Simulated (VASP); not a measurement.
Runs of VASP 6.6.1 on CdTe. Symmetry: F-43m, No. 216, cubic system. Conventional cell: a = 6.560 Å, b = 6.560 Å, c = 6.560 Å, α = 90.00°, β = 90.00°, γ = 90.00°. Within 3.7 Å of Cd (site symmetry -43m) lie 4 Te at 2.84 Å. Within 3.7 Å of Te (site symmetry -43m) lie 4 Cd at 2.84 Å. 

```csv
level,potentials or basis,k mesh,grid for exact exchange (PRECFOCK),screening parameter,gap on the mesh (eV),pressure (GPa)
HSE06,"VASP PAW PBE potentials, release 64 (Cd, Te)",4 × 4 × 4,Normal,0.2079 1/Å,1.44,0.2
PBE,"VASP PAW PBE potentials, release 64 (Cd, Te)",4 × 4 × 4,-,-,0.65,(a)
PBE,"VASP PAW PBE potentials, release 64 (Cd, Te)",6 × 6 × 6,-,-,0.66,1.1
LDA,"VASP PAW LDA potentials, release 64 (Cd, Te)",4 × 4 × 4,-,-,(c),(b)
r2SCAN,"VASP PAW PBE potentials, release 64 (Cd, Te)",4 × 4 × 4,-,-,1.14,0.3
```

Alike in all rows: task single point; no spin polarisation; cell as given; cutoff (eV) 520; smearing gaussian 0.01 eV.

Task: Fill in the values left out.

Result: (a) 1.3; (b) -2.3; (c) 0.42.

Caveats: spin-orbit coupling is left out, which moves the levels of the heavy elements; the PAW data sets were made with another functional, which shifts forces and pressure a little (some runs).

A k mesh can miss the band edges, and the runs leave out spin-orbit coupling on Cd, Te.
